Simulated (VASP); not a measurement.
Write the native input for VASP 6.6.1 that does the following.

| Item | Value |
| --- | --- |
| Task | single point |
| Functional | LDA |
| Potentials or basis | VASP PAW LDA potentials, release 64 (Mg, Re, O) |
| Cutoff | 520 eV |
| k mesh | 3 × 3 × 4 |
| Occupations | methfessel-paxton, width 0.05 eV |
| Spin | no spin polarisation |
| Dipole correction | no |
| Further INCAR settings | ALGO = Normal; EDIFF = 1e-07; NBANDS = 26 |

The structure of MgReO4 lies in POSCAR:

```
MgReO4
1.0
    3.2615590000     -3.3636000000      0.0000000000
    3.2615590000      3.3636000000      0.0000000000
    0.0000000000      0.0000000000      3.1035690000
Mg Re O
1 1 4
Direct
    0.0000000000      0.0000000000      0.0000000000
    0.5000000000      0.5000000000      0.5000000000
    0.2167730000      0.2167730000      0.5000000000
    0.6880160000      0.3119840000      0.0000000000
    0.3119840000      0.6880160000      0.0000000000
    0.7832270000      0.7832270000      0.5000000000
```

These files were run (other wordings do the same):

INCAR

```
SYSTEM = MgReO4
ALGO = Normal ; EDIFF = 1E-7
ENCUT = 520 ; GGA = CA
ISIF = 2 ; ISMEAR = 1
LASPH = .TRUE. ; LCHARG = .FALSE.
LREAL = .FALSE. ; LWAVE = .FALSE.
NBANDS = 26 ; NELM = 100
PREC = Accurate ; SIGMA = 0.05
```

KPOINTS

```
k-points
0
G
  3 3 4
  0 0 0
```

Potentials or basis: VASP PAW LDA potentials, release 64 (Mg, Re, O).

Launch:

```console
$ cat potpaw_LDA.64/Mg/POTCAR potpaw_LDA.64/Re/POTCAR potpaw_LDA.64/O/POTCAR > POTCAR
$ mpirun -np 1 vasp_std > vasp.out
```

It gave:

| Item | Value |
| --- | --- |
| Pressure | -13.0 GPa |
| Largest force | 0.933 eV/Å |

Caveat: the k points lie up to 0.51 Å⁻¹ apart; an odd number of electrons without spin polarisation forces a metal; a magnetic or distorted state may lie lower.

Run time: 18 s on 1 thread of Intel(R) Xeon(R) Platinum 8375C CPU @ 2.90GHz (Ice Lake) (shared host), peak memory 0.16 GiB.
